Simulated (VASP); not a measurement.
Here is a VASP 6.6.1 calculation.

INCAR

```
SYSTEM = Ta2Si2O
PREC = Accurate
ENCUT = 520
EDIFF = 1E-6
ISMEAR = 0
SIGMA = 0.1
LREAL = .FALSE.
LASPH = .TRUE.
NELM = 60
ALGO = Normal
ISIF = 2
LWAVE = .FALSE.
LCHARG = .FALSE.
LDIPOL = .TRUE.
IDIPOL = 3
DIPOL = 0.5 0.5 0.500
GGA = PE
NBANDS = 26
```

The input KPOINTS:

```
Automatic mesh
0
G
  4 4 1
  0 0 0
```

Contents of POSCAR:

```
Ta2Si2O
1.0
    4.0802669100      0.0000000000      0.0000000000
    0.0000000000      4.0802669100      0.0000000000
    0.0000000000      0.0000000000     19.0000000000
Ta Si O
2 2 1
Direct
    0.0000000000      0.5000000000      0.5000000000
    0.5000000000      0.0000000000      0.5000000000
    0.0000000000      0.0000000000      0.6124868900
    0.0000000000      0.0000000000      0.3875131100
    0.5000000000      0.5000000000      0.5000000000
```

Potentials or basis: VASP PAW PBE potentials, release 64 (Ta_pv, Si, O).

Launch:

```sh
$ cat potpaw_PBE.64/Ta_pv/POTCAR potpaw_PBE.64/Si/POTCAR potpaw_PBE.64/O/POTCAR > POTCAR
$ mpirun -np 1 vasp_std > vasp.out
```

What does it give for the largest force?

2.550 eV/Å.

Predict the band gap on the k mesh.

zero (band 18 reaches -1.64 eV, above the bottom of band 19 at -2.22 eV).

Forces on the atoms (eV/Å):
```
Ta   0.000  0.000  0.000
Ta   0.000  0.000  0.000
Si   0.000  0.000 -2.550
Si   0.000  0.000  2.550
O    0.000  0.000  0.000
```

Caveat: the k points lie up to 0.38 Å⁻¹ apart; spin-orbit coupling is left out, which moves the levels of the heavy elements.
